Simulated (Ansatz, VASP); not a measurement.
## Ta32F in VASP and in Ansatz

```
Ta F
1.0
     0.00000    6.64148    6.64148
     6.64148    0.00000    6.64148
     6.64148    6.64148    0.00000
Ta F
32 1
Direct
  0.00079 0.00014 0.99988
  0.12508 0.12492 0.12448
  0.25094 0.24564 0.24523
  0.40171 0.34825 0.34798
  0.99510 0.00824 0.50104
  0.12666 0.12597 0.62285
  0.24973 0.24222 0.75791
  0.37291 0.37702 0.87410
  0.99504 0.50143 0.00799
  0.12650 0.62347 0.12564
  0.24960 0.75830 0.24187
  0.37282 0.87458 0.37675
  0.99162 0.50036 0.49980
  0.09772 0.65214 0.65199
  0.24849 0.75489 0.75449
  0.37437 0.87561 0.87518
  0.49868 0.00026 0.99978
  0.63257 0.11747 0.11685
  0.75779 0.24560 0.24518
  0.87437 0.37554 0.37520
  0.50437 0.99218 0.49859
  0.62390 0.12606 0.62296
  0.74966 0.25131 0.74871
  0.87535 0.37715 0.87417
  0.50429 0.49904 0.99184
  0.62399 0.62332 0.12555
  0.74981 0.74920 0.25085
  0.87548 0.87450 0.37658
  0.50771 0.50019 0.49996
  0.62500 0.62496 0.62448
  0.74164 0.75489 0.75443
  0.86680 0.88316 0.88266
  0.24941 0.50064 0.49961
```

Alike in both runs: functional PBE; k mesh 1 × 1 × 1; occupations methfessel-paxton of order 1, width 0.1 eV; no spin polarisation.

Ansatz relaxed the structure, and its values are those at the end. VASP's run is a single point on that final structure, the one shown.

|  | VASP | Ansatz |
| --- | --- | --- |
| version | VASP 6.6.1 | Ansatz 0.2.0 |
| potentials or method | VASP PAW PBE potentials, release 64 (Ta_pv, F), cutoff 520 eV | plane-wave PAW DFT |
| valence electrons in the cell | 359 | 423 |

|  | VASP | Ansatz | Ansatz less VASP |
| --- | --- | --- | --- |
| rms of the force components (eV/Å) | 0.009 | 0.005 | -0.0046 |

The functional is the same, so the differences come from potentials, cutoffs and numerics. VASP's potentials hold 359 valence electrons a cell and Ansatz's 423, so a difference there can come from the potentials and not from the codes.

Neither program's run includes spin-orbit coupling.
